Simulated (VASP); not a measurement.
Crystal: Nb.

```
Nb
1.0
     4.39434    0.00000    0.00000
     0.00000    4.39434    0.00000
     0.00000    0.00000    4.39434
Nb
4
Direct
  0.03000 0.03000 0.03000
  0.47000 0.97000 0.53000
  0.53000 0.47000 0.97000
  0.97000 0.53000 0.47000
```

```yaml
Program: VASP 6.6.1
Task: relaxation of cell and atoms
Functional: PBE
Potentials_or_basis: VASP PAW PBE potentials, release 64 (Nb_sv)
Cutoff: 600 eV
k_mesh: 4 × 4 × 4
Occupations: gaussian, width 0.1 eV
Spin: no spin polarisation
```

At the start: pressure -13.3 GPa; volume 21.21 Å³/atom.

Where does the relaxation end?

Over 8 steps the energy falls by 233.7 meV/atom and the volume is 18.53 Å³/atom (-12.7 %); space group Fm-3m (No. 225, to 0.05 Å).

Step by step:
```
step  energy change (eV)  largest force (eV/Å)  pressure (GPa)  volume (Å³)
   1              0.0000                0.7463          -13.34        84.86
   2              0.3739                1.5130           30.40        64.95
   3             -0.4571                1.1041            0.43        75.74
   4             -0.4583                1.1199            1.23        75.34
   5             -0.6549                0.8401            1.30        74.59
   6             -0.9149                0.0152            3.94        72.45
   7             -0.7897                0.1335           -8.83        78.86
   8             -0.9346                0.0307            0.00        74.12
```

Final structure:
```xyz
4
Lattice="4.2006 0.0000 0.0000 0.0000 4.2006 0.0000 0.0000 0.0000 4.2006" Properties=species:S:1:pos:R:3 pbc="T T T"
Nb    4.1976    4.1976    4.1976
Nb    2.1032    0.0029    2.0974
Nb    2.0974    2.1032    0.0029
Nb    0.0029    2.0974    2.1032
```
